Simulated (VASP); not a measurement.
The system is Hf3C4.

```
CELL_PARAMETERS angstrom
3.83692 0.00000 0.00000
-1.91846 3.32287 0.00000
0.00000 0.00000 7.02889
ATOMIC_POSITIONS crystal
Hf 0.00000 0.00000 0.00000
Hf 0.66667 0.33333 0.00000
Hf 0.33333 0.66667 0.00000
C 0.00000 0.00000 0.68167
C 0.00000 0.00000 0.31833
C 0.33333 0.66667 0.50000
C 0.66667 0.33333 0.50000
```

```yaml
Program: VASP 6.6.1
Task: relaxation of cell and atoms
Functional: PBE
Potentials_or_basis: VASP PAW PBE potentials, release 64 (Hf_pv, C)
Cutoff: 600 eV
k_mesh: 6 × 6 × 4
Occupations: gaussian, width 0.1 eV
Spin: no spin polarisation
```

At the start: pressure 79.1 GPa; volume 12.80 Å³/atom.

Task: Where does the relaxation end?

Result: Over 28 steps the energy falls by 3438.6 meV/atom and the volume is 17.82 Å³/atom (+39.2 %); space group P6/mmm (No. 191, to 0.05 Å).

The path:
| step | energy change (eV) | largest force (eV/Å) | pressure (GPa) | volume (Å³) |
| --- | --- | --- | --- | --- |
| 1 | 0.0000 | 0.3837 | 79.06 | 89.62 |
| 2 | -12.7905 | 1.7597 | -17.18 | 187.97 |
| 3 | -14.5283 | 1.4326 | -7.19 | 143.11 |
| 4 | -14.5702 | 1.5295 | -9.58 | 149.10 |
| 5 | -18.4451 | 8.6458 | -5.03 | 131.88 |
| 6 | 155.7311 | 25.1807 | 675.12 | 69.21 |
| 7 | -14.0153 | 12.3161 | 6.36 | 130.70 |
| 8 | -14.7974 | 13.0554 | 6.50 | 128.39 |
| 9 | -17.0305 | 16.1828 | 9.55 | 121.10 |
| 10 | -13.6721 | 12.7739 | 50.41 | 104.68 |
| 11 | -16.1334 | 18.6660 | 13.86 | 118.29 |
| 12 | -17.2390 | 18.3318 | 20.36 | 111.69 |
| 13 | -16.7960 | 12.7751 | 29.26 | 108.24 |
| 14 | -17.1698 | 16.6183 | 23.41 | 110.08 |
| 15 | -17.6587 | 5.1179 | 32.90 | 109.43 |
| 16 | -18.0712 | 5.6881 | 26.99 | 109.67 |
| 17 | -19.2806 | 6.0417 | 23.68 | 111.91 |
| 18 | -22.2001 | 6.5201 | 13.70 | 118.59 |
| 19 | -23.8890 | 2.6698 | -5.94 | 131.81 |
| 20 | -23.9582 | 3.1927 | -3.39 | 129.62 |
| 21 | -23.9586 | 3.2996 | -2.88 | 129.23 |
| 22 | -24.0433 | 0.0381 | -1.55 | 128.47 |
| 23 | -24.0436 | 0.1783 | -1.49 | 128.44 |
| 24 | -24.0493 | 0.1477 | -1.27 | 127.98 |
| 25 | -24.0622 | 0.0579 | -0.62 | 126.61 |
| 26 | -24.0679 | 0.1283 | 0.77 | 123.90 |
| 27 | -24.0691 | 0.0709 | 0.34 | 124.71 |
| 28 | -24.0704 | 0.0158 | 0.10 | 124.77 |

Final structure:
```xyz
7
Lattice="5.2338 0.0000 0.0000 -2.6169 4.5326 0.0000 0.0000 0.0000 5.2593" Properties=species:S:1:pos:R:3 pbc="T T T"
Hf    0.0000    0.0000    0.0000
Hf    2.6169    1.5109    0.0000
Hf    0.0000    3.0217    0.0000
C     0.0000    0.0000    3.2531
C     0.0000    0.0000    2.0062
C     0.0000    3.0217    2.6297
C     2.6169    1.5109    2.6297
```

Caveat: the volume moved by over 15 % at a fixed basis, so the end points are rough.
